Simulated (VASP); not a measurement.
# HCl (I4/mmm) in VASP: a series of runs

Runs on HCl. Level: r2SCAN. Tasks: single point.

Everything below comes from runs of VASP 6.6.1. Logs are shortened: lines on timing, memory, paths and dates and some standing lists are left out, and cuts for length are marked.

### Step 1. The cell of the first run

Symmetry: I4/mmm, No. 139, tetragonal system. Conventional cell: a = 3.755 Å, b = 3.755 Å, c = 5.639 Å, α = 90.00°, β = 90.00°, γ = 90.00°. Within 3.5 Å of H (site symmetry 4/mmm) lie 6 Cl at 2.66 to 2.82 Å. Within 3.5 Å of Cl (site symmetry 4/mmm) lie 6 H at 2.66 to 2.82 Å.

### Step 2. Single point, r2SCAN (strain -0.030 along x and y, +0.030 along z)

Input file POSCAR:

```
HCl
1.0
    0.0000000000      2.6553750000      2.8196250000
    2.6553750000      0.0000000000      2.8196250000
    2.6553750000      2.6553750000      0.0000000000
H Cl
1 1
Direct
    0.0000000000      0.0000000000      0.0000000000
    0.5000000000      0.5000000000      0.5000000000
```

Input file INCAR.step1:

```
SYSTEM = HCl
  PREC = Accurate
  ENCUT = 520
  ISMEAR = 0
  SIGMA = 0.15
  LREAL = .FALSE.
  LASPH = .TRUE.
  NELM = 100
  NBANDS = 11
  GGA = PE
  ALGO = Normal
  EDIFF = 1E-4
  LWAVE = .TRUE.
  LCHARG = .FALSE.
```

Input file INCAR.step2:

```
SYSTEM = HCl
  PREC = Accurate
  ENCUT = 520
  EDIFF = 1E-6
  ISMEAR = 0
  SIGMA = 0.15
  LREAL = .FALSE.
  LASPH = .TRUE.
  NELM = 100
  ALGO = Normal
  ISIF = 2
  LWAVE = .FALSE.
  LCHARG = .FALSE.
  METAGGA = R2SCAN
  LMIXTAU = .TRUE.
  NBANDS = 11
  ISTART = 1
```

Input file KPOINTS:

```
Automatic mesh
0
G
  16 16 16
  0 0 0
```

Potentials or basis: VASP PAW PBE potentials, release 64 (H, Cl).

Run with:

```
$ cat potpaw_PBE.64/H/POTCAR potpaw_PBE.64/Cl/POTCAR > POTCAR
$ cp INCAR.step1 INCAR
$ mpirun -np 1 vasp_std > vasp.out
$ cp INCAR.step2 INCAR
$ mpirun -np 1 vasp_std > vasp.out
```

OUTCAR:

```text
SYSTEM = HCl
   PREC = Accurate
   ENCUT = 520
   EDIFF = 1E-6
   ISMEAR = 0
   LREAL = .FALSE.
   LASPH = .TRUE.
   NELM = 100
   ISIF = 2
   METAGGA = R2SCAN
   ISTART = 1

 ion  position               nearest neighbor table
   1  0.000  0.000  0.000-
   2  0.500  0.500  0.500-

  LATTYP: Found a body centered tetragonal cell.
 ALAT       =     3.7552673382
 C/A-ratio  =     1.5016906899

  Lattice vectors:

 A1 = (  -2.6553750000,   0.0000000000,   2.8196250000)
 A2 = (   2.6553750000,   0.0000000000,   2.8196250000)
 A3 = (   0.0000000000,   2.6553750000,  -2.8196250000)

Analysis of symmetry for initial positions (statically):
=====================================================================
 Subroutine PRICEL returns:
 Original cell was already a primitive cell.

 Routine SETGRP: Setting up the symmetry group for a
 body centered tetragonal supercell.

 Subroutine GETGRP returns: Found 16 space group operations
 (whereof 16 operations were pure point group operations)
 out of a pool of 16 trial point group operations.

The static configuration has the point symmetry D_4h.

Analysis of symmetry for dynamics (positions and initial velocities):
=====================================================================
 Subroutine PRICEL returns:
 Original cell was already a primitive cell.

 Routine SETGRP: Setting up the symmetry group for a
 body centered tetragonal supercell.

 Subroutine GETGRP returns: Found 16 space group operations
 (whereof 16 operations were pure point group operations)
 out of a pool of 16 trial point group operations.

The dynamic configuration has the point symmetry D_4h.

 Subroutine INISYM returns: Found 16 space group operations
 (whereof 16 operations are pure point group operations),
 and found     1 'primitive' translations

----------------------------------------------------------------------------------------

                                     Primitive cell

  volume of cell :      39.7624

  direct lattice vectors                    reciprocal lattice vectors
     0.000000000  2.655375000  2.819625000    -0.188297321  0.188297321  0.177328545
     2.655375000  0.000000000  2.819625000     0.188297321 -0.188297321  0.177328545
     2.655375000  2.655375000  0.000000000     0.188297321  0.188297321 -0.177328545

  length of vectors
     3.873151370  3.873151370  3.755267338     0.319933080  0.319933080  0.319933080

  position of ions in fractional coordinates (direct lattice)
     0.000000000  0.000000000  0.000000000
     0.500000000  0.500000000  0.500000000

  ion indices of the primitive-cell ions
   primitive index   ion index
                 1           1
                 2           2

----------------------------------------------------------------------------------------

 KPOINTS: Automatic mesh

Automatic generation of k-mesh.
 Grid dimensions read from file:
 generate k-points for:   16   16   16

 Generating k-lattice:

  Cartesian coordinates                     Fractional coordinates (reciprocal lattice)
    -0.011768583  0.011768583  0.011083034     0.062500000 -0.000000000  0.000000000
     0.011768583 -0.011768583  0.011083034    -0.000000000  0.062500000  0.000000000
     0.011768583  0.011768583 -0.011083034     0.000000000  0.000000000  0.062500000

  Length of vectors
     0.019995817  0.019995817  0.019995817

  Shift w.r.t. Gamma in fractional coordinates (k-lattice)
     0.000000000  0.000000000  0.000000000

 Subroutine IBZKPT returns following result:
 ===========================================

 Found    349 irreducible k-points:

 Following reciprocal coordinates:
            Coordinates               Weight
  0.000000  0.000000  0.000000      1.000000
  0.062500  0.000000  0.000000      8.000000
  0.125000  0.000000  0.000000      8.000000
  0.187500 -0.000000  0.000000      8.000000
  0.250000  0.000000  0.000000      8.000000
  0.312500  0.000000  0.000000      8.000000
[... 16 lines left out ...]
 -0.125000  0.062500  0.000000      8.000000
 -0.062500  0.062500  0.000000      4.000000
 [... further k-points ...]
   k-points           NKPTS =    349   k-points in BZ     NKDIM =    349   number of bands    NBANDS=     11
   number of dos      NEDOS =    301   number of ions     NIONS =      2
   total plane-waves  NPLWV =  25200
   dimension x,y,z NGX =    30 NGY =   30 NGZ =   28
   dimension x,y,z NGXF=    60 NGYF=   60 NGZF=   56
   ions per type =               1   1
   NGX,Y,Z   is equivalent  to a cutoff of  12.88, 12.88, 12.40 a.u.
   NGXF,Y,Z  is equivalent  to a cutoff of  25.75, 25.75, 24.79 a.u.
 SYSTEM =  HCl
   PREC   = accura    normal or accurate (medium, high low for compatibility)
   ISTART =      1    job   : 0-new  1-cont  2-samecut
   ICHARG =      0    charge: 1-file 2-atom 10-const
   ISPIN  =      1    spin polarized calculation?
   LNONCOLLINEAR =      F non collinear calculations
   LSORBIT =      F    spin-orbit coupling
   LASPH  =      T    aspherical Exc in radial PAW
   ENCUT  =  520.0 eV  38.22 Ry    6.18 a.u.   7.20  7.20  6.98*2*pi/ulx,y,z
   NELM   =    100;   NELMIN=  2; NELMDL=  0     # of ELM steps
   EDIFF  = 0.1E-05   stopping-criterion for ELM
   LREAL  =      F    real-space projection
   EDIFFG = 0.1E-04   stopping-criterion for IOM
   NSW    =      0    number of steps for IOM
   IBRION =     -1    ionic relax: 0-MD 1-quasi-New 2-CG
   NFREE  =      0    steps in history (QN), initial steepest desc. (CG)
   ISIF   =      2    stress and relaxation
   ISYM   =      2    0-nonsym 1-usesym 2-fastsym
   POTIM  = 0.5000    time-step for ionic-motion
   TEBEG  =    0.0;   TEEND  =   0.0 temperature during run
   PSTRESS=    0.0 pullay stress
   NELECT =       8.0000    total number of electrons
   NUPDOWN=      -1.0000    fix difference up-down
   EMIN   =  10.00;   EMAX   =-10.00  energy-range for DOS
   EFERMI =   0.00;   METHOD = LEGACY
   ISMEAR =     0;   SIGMA  =   0.15  broadening in eV -4-tet -1-fermi 0-gaus
   EFERMI_NEDOS =   21; number of points for ismear=-14 and -15
   IALGO  =     38    algorithm
   IMIX   =      4    mixing-type and parameters
     AMIX     =   0.40;   BMIX     =  1.00
     AMIX_MAG =   1.60;   BMIX_MAG =  1.00
  volume/ion in A,a.u.               =      19.88       134.17
  Fermi-wavevector in a.u.,A,eV,Ry     =   0.959284  1.812784 12.520428  0.920226
  Thomas-Fermi vector in A             =   2.088466
   LORBIT       =      0    0 simple, 1 ext, 2 COOP (PROOUT), +10 PAW based schemes
   METAGGA = R2SCAN    functional components
   LHFCALC =     F    Hartree Fock is set to
   AEXX    =    0.0000 exact exchange contribution
   IVDW    =     0    specifies the selected vdW correction
   LEPSILON=     F    determine dielectric tensor
   LRPA    =     F    only Hartree local field effects (RPA)
 non-spin polarized calculation
 Gauss-broadening in eV      SIGMA  =   0.15
  energy-cutoff  :      520.00
  volume of cell :       39.76
 maximum number of plane-waves:      1086
 NGX is ok and might be reduce to    30
   NGX = 15   NGY = 15   NGZ = 13

 number of electron       8.0000001 magnetization

 Free energy of the ion-electron system (eV)
  ---------------------------------------------------
  ext. energy  EPLUGINS =         0.00000000
  ---------------------------------------------------
  free energy    TOTEN  =        -7.17104284 eV

  energy without entropy =       -7.16911422  energy(sigma->0) =       -7.17007853

 E-fermi :  -2.2596     XC(G=0):  -8.1240

 val. band max:       -2.3114485140   @ k =   0.0000   0.0000   0.0000
 cond. band min:      -2.2273547848   @ k =   0.4375   0.4375   0.0000
 fundamental gap:      0.0840937293
 Fermi energy:        -2.2595595235

 k-point     1 :       0.0000    0.0000    0.0000
  band No.  band energies     occupation
      1     -16.1394      2.00000
      2      -2.4584      1.93920
      3      -2.4584      1.93920
      4      -2.3721      1.71126
      5      -2.3114      1.37531
      6      10.0501      0.00000
      7      10.8320      0.00000
      8      11.2719      0.00000
      9      11.2719      0.00000
     10      13.3784      0.00000
     11      13.9290      0.00000

 k-point     2 :       0.0625    0.0000    0.0000
  band No.  band energies     occupation
      1     -16.1243      2.00000
      2      -2.9532      2.00000
      3      -2.4630      1.94494
      4      -2.4030      1.82363
      5      -1.8179      0.00003
      6       9.9273      0.00000
      7      10.7924      0.00000
      8      11.1499      0.00000
      9      11.3206      0.00000
     10      13.0581      0.00000
     11      13.5340      0.00000

 k-point     3 :       0.1250    0.0000    0.0000
  band No.  band energies     occupation
      1     -16.0810      2.00000
      2      -3.5229      2.00000
      3      -2.4760      1.95872
      4      -2.4347      1.90139
      5      -1.3081      0.00000
      6       9.4328      0.00000
      7      10.7142      0.00000
      8      11.0935      0.00000
      9      11.4071      0.00000
     10      12.6368      0.00000
     11      12.9532      0.00000

 k-point     4 :       0.1875   -0.0000    0.0000
  band No.  band energies     occupation
      1     -16.0147      2.00000
      2      -4.0690      2.00000
      3      -2.4950      1.97359
      4      -2.4812      1.96335
      5      -0.8532      0.00000
      6       8.6886      0.00000
      7      10.7018      0.00000
      8      11.0309      0.00000
      9      11.2960      0.00000
     10      12.6410      0.00000
     11      12.7607      0.00000

 k-point     5 :       0.2500    0.0000    0.0000
  band No.  band energies     occupation
      1     -15.9343      2.00000
      2      -4.5655      2.00000
      3      -2.5348      1.99054
      4      -2.5170      1.98477
      5      -0.4658      0.00000
      6       7.9450      0.00000
      7      10.3881      0.00000
      8      10.9110      0.00000
      9      11.2805      0.00000
     10      13.0915      0.00000
     11      13.0982      0.00000
[... 211 lines left out ...]
 k-point    21 :      -0.2500    0.0625    0.0000
  band No.  band energies     occupation
      1     -15.8907      2.00000
      2      -4.7891      2.00000
      3      -2.6258      1.99945
      4      -2.4929      1.97217
      5      -0.2637      0.00000
      6       7.7984      0.00000
      7       9.9870      0.00000
      8      10.7025      0.00000
      9      11.5522      0.00000
     10      12.8617      0.00000
     11      13.9382      0.00000

 k-point    22 :      -0.1875    0.0625    0.0000
  band No.  band energies     occupation
      1     -15.9723      2.00000
      2      -4.3545      2.00000
      3      -2.5576      1.99504
      4      -2.4708      1.95361
      5      -0.5934      0.00000
      6       8.5157      0.00000
      7      10.1616      0.00000
      8      11.1815      0.00000
      9      11.3432      0.00000
     10      12.3297      0.00000
     11      13.2940      0.00000

 k-point    23 :      -0.1250    0.0625    0.0000
  band No.  band energies     occupation
      1     -16.0445      2.00000
      2      -3.8710      2.00000
      3      -2.4870      1.96796
      4      -2.4572      1.93763
      5      -0.9915      0.00000
      6       9.2806      0.00000
      7      10.2954      0.00000
      8      11.2310      0.00000
      9      11.5254      0.00000
     10      12.2039      0.00000
     11      12.9759      0.00000

 k-point    24 :      -0.0625    0.0625    0.0000
  band No.  band energies     occupation
      1     -16.0975      2.00000
      2      -3.3772      2.00000
      3      -2.4544      1.93378
      4      -2.4245      1.88004
      5      -1.4316      0.00000
      6       9.8151      0.00000
      7      10.6250      0.00000
      8      11.0322      0.00000
      9      11.4169      0.00000
     10      12.7871      0.00000
     11      13.0008      0.00000

 [... further k-points ...]
[... 5 lines left out ...]
  --------------------------------------------------------------------------------------
  -------------------------------------------------------------------------------------
  Total       -2.9551653     -2.9551653     -1.7767917      0.0000000     -0.0000000     -0.0000000
  in kB     -119.0746431   -119.0746431    -71.5935704      0.0000000     -0.0000000     -0.0000000
  external PRESSURE =    -103.2476189 kB  Pullay stress =       0.0000000 kB

 VOLUME and BASIS-vectors are now :
 -----------------------------------------------------------------------------
  energy-cutoff  :      520.00
  volume of cell :       39.76
      direct lattice vectors                 reciprocal lattice vectors
     0.000000000  2.655375000  2.819625000    -0.188297321  0.188297321  0.177328545
     2.655375000  0.000000000  2.819625000     0.188297321 -0.188297321  0.177328545
     2.655375000  2.655375000  0.000000000     0.188297321  0.188297321 -0.177328545

 POSITION                                       TOTAL-FORCE (eV/Angst)
 -----------------------------------------------------------------------------------
      0.00000      0.00000      0.00000         0.000000      0.000000     -0.000000
      2.65537      2.65537      2.81962         0.000000     -0.000000      0.000000
 -----------------------------------------------------------------------------------
    total drift:                                0.000000     -0.000000      0.000000

  FREE ENERGIE OF THE ION-ELECTRON SYSTEM (eV)
  ---------------------------------------------------
  free  energy   TOTEN  =        -7.1710428445 eV

  energy  without entropy=       -7.1691142200  energy(sigma->0) =       -7.17007853
```

Wall time 8.7 min (1 thread of Intel Xeon 6975P-C, shared host); peak memory 0.27 GiB.

What came out:

| Quantity | Value |
| --- | --- |
| Free energy | -7.1710 eV |
| Pressure | -10.3 GPa |
| Band gap on the k mesh | zero (band 4 reaches -2.37 eV, above the bottom of band 5 at -2.44 eV) |

Caveat: the cell differs from its parent crystal (strain -0.030 along x and y, +0.030 along z); the PAW data sets were made with another functional, which shifts forces and pressure a little.

### Step 3. Single point, r2SCAN (strain +0.000 along x and y, -0.030 along z)

Input file POSCAR:

```
HCl
1.0
    0.0000000000      2.7375000000      2.6553750000
    2.7375000000      0.0000000000      2.6553750000
    2.7375000000      2.7375000000      0.0000000000
H Cl
1 1
Direct
    0.0000000000      0.0000000000      0.0000000000
    0.5000000000      0.5000000000      0.5000000000
```

Input file INCAR.step1:

```
ALGO = Normal ; EDIFF = 1E-4
ENCUT = 520 ; GGA = PE
ISMEAR = 0 ; LASPH = True
LCHARG = False ; LREAL = False
LWAVE = True ; NBANDS = 11
NELM = 80 ; PREC = Accurate
SIGMA = 0.15
```

Input file INCAR.step2:

```
ALGO = Normal ; EDIFF = 1E-6
ENCUT = 520 ; ISIF = 2
ISMEAR = 0 ; ISTART = 1
LASPH = True ; LCHARG = False
LMIXTAU = True ; LREAL = False
LWAVE = False ; METAGGA = R2SCAN
NBANDS = 11 ; NELM = 80
PREC = Accurate ; SIGMA = 0.15
```

Input file KPOINTS:

```
k-points
0
Gamma
  16 16 16
```

Potentials or basis: VASP PAW PBE potentials, release 64 (H, Cl).

Run with:

```
$ cat potpaw_PBE.64/H/POTCAR potpaw_PBE.64/Cl/POTCAR > POTCAR
$ cp INCAR.step1 INCAR
$ mpirun -np 1 vasp_std > vasp.out
$ cp INCAR.step2 INCAR
$ mpirun -np 1 vasp_std > vasp.out
```

It took 5.7 min on 1 thread of Intel Xeon 6975P-C, shared host; peak memory 0.27 GiB.

Results (log left out):

```yaml
Free_energy: -7.1512 eV
Pressure: -10.3 GPa
Band_gap_on_the_k_mesh: zero (band 4 reaches -2.41 eV, above the bottom of band 5 at -2.45 eV)
```

Stress tensor (GPa, compression positive):
```
 -9.36   0.00   0.00
  0.00  -9.36   0.00
  0.00   0.00 -12.16
```

Levels at points of the mesh, in eV from the Fermi level:
```tsv
k point	band 2	band 3	band 4	band 5	band 6	band 7
(0.00, 0.00, 0.00)	-0.21	-0.15	-0.15	-0.06	12.44	13.29
(0.50, 0.00, 0.00)	-3.30	-0.38	-0.34	2.49	8.67	11.81
(0.50, 0.50, 0.00)	-2.01	-0.88	-0.88	-0.19	9.98	13.48
(0.50, 0.00, 0.50)	-1.99	-0.90	-0.75	-0.15	10.12	13.11
```

Caveat: the cell differs from its parent crystal (strain +0.000 along x and y, -0.030 along z); the PAW data sets were made with another functional, which shifts forces and pressure a little.

### Step 4. Single point, r2SCAN (strain -0.015 along x and y, +0.000 along z)

Input file POSCAR:

```
HCl
1.0
    0.0000000000      2.6964375000      2.7375000000
    2.6964375000      0.0000000000      2.7375000000
    2.6964375000      2.6964375000      0.0000000000
H Cl
1 1
Direct
    0.0000000000      0.0000000000      0.0000000000
    0.5000000000      0.5000000000      0.5000000000
```

Input file INCAR.step1:

```
  ALGO = Normal
  EDIFF = 1E-4
  ENCUT = 520
  GGA = PE
  ISMEAR = 0
  LASPH = T
  LCHARG = F
  LREAL = F
  LWAVE = T
  NBANDS = 11
  NELM = 80
  PREC = Accurate
  SIGMA = 0.15
```

Input file INCAR.step2:

```
  ALGO = Normal
  EDIFF = 1E-6
  ENCUT = 520
  ISIF = 2
  ISMEAR = 0
  ISTART = 1
  LASPH = T
  LCHARG = F
  LMIXTAU = T
  LREAL = F
  LWAVE = F
  METAGGA = R2SCAN
  NBANDS = 11
  NELM = 80
  PREC = Accurate
  SIGMA = 0.15
```

KPOINTS is that of step 3.

Run with:

```
$ cat potpaw_PBE.64/H/POTCAR potpaw_PBE.64/Cl/POTCAR > POTCAR
$ cp INCAR.step1 INCAR
$ mpirun -np 1 vasp_std > vasp.out
$ cp INCAR.step2 INCAR
$ mpirun -np 1 vasp_std > vasp.out
```

Run time: 9.3 min. Hardware: 1 thread of Intel Xeon 6975P-C, shared host; peak memory 0.26 GiB.

The run converged. Its results:

```yaml
Free_energy: -7.1453 eV
Pressure: -10.3 GPa
Band_gap_on_the_k_mesh: zero (band 4 reaches -2.41 eV, above the bottom of band 5 at -2.43 eV)
```

Stress tensor (GPa, compression positive):
```
-10.72   0.00   0.00
  0.00 -10.72   0.00
  0.00   0.00  -9.42
```

Levels at points of the mesh, in eV from the Fermi level:
```
           k point  band 2  band 3  band 4  band 5  band 6  band 7
(0.00, 0.00, 0.00)   -0.17   -0.17   -0.15   -0.06   12.47   13.29
(0.50, 0.00, 0.00)   -3.29   -0.37   -0.34    2.47    8.67   11.87
(0.50, 0.50, 0.00)   -1.99   -0.82   -0.82   -0.15   10.11   13.11
(0.50, 0.00, 0.50)   -2.00   -0.89   -0.82   -0.17   10.05   13.29
```

Caveat: the cell differs from its parent crystal (strain -0.015 along x and y, +0.000 along z); the PAW data sets were made with another functional, which shifts forces and pressure a little.

### Step 5. The runs side by side

| cell | gap on the mesh (eV) | pressure (GPa) |
| --- | --- | --- |
| a = 3.873, b = 3.873, c = 3.755 Å, angles 61.0, 61.0, 58.0°, 2 atoms | none | -10.3 |
| a = 3.814, b = 3.814, c = 3.871 Å, angles 59.5, 59.5, 61.0°, 2 atoms | none | -10.3 |
| a = 3.842, b = 3.842, c = 3.813 Å, angles 60.3, 60.3, 59.5°, 2 atoms | none | -10.3 |

Alike in all rows: task single point; level r2SCAN; potentials or basis VASP PAW PBE potentials, release 64 (H, Cl); no spin polarisation; k mesh 16 × 16 × 16; cutoff (eV) 520; smearing gaussian 0.15 eV.

Caveats: the PAW data sets were made with another functional, which shifts forces and pressure a little.

Total energies depend on the potentials used, so only differences within one code and one set of settings carry meaning.
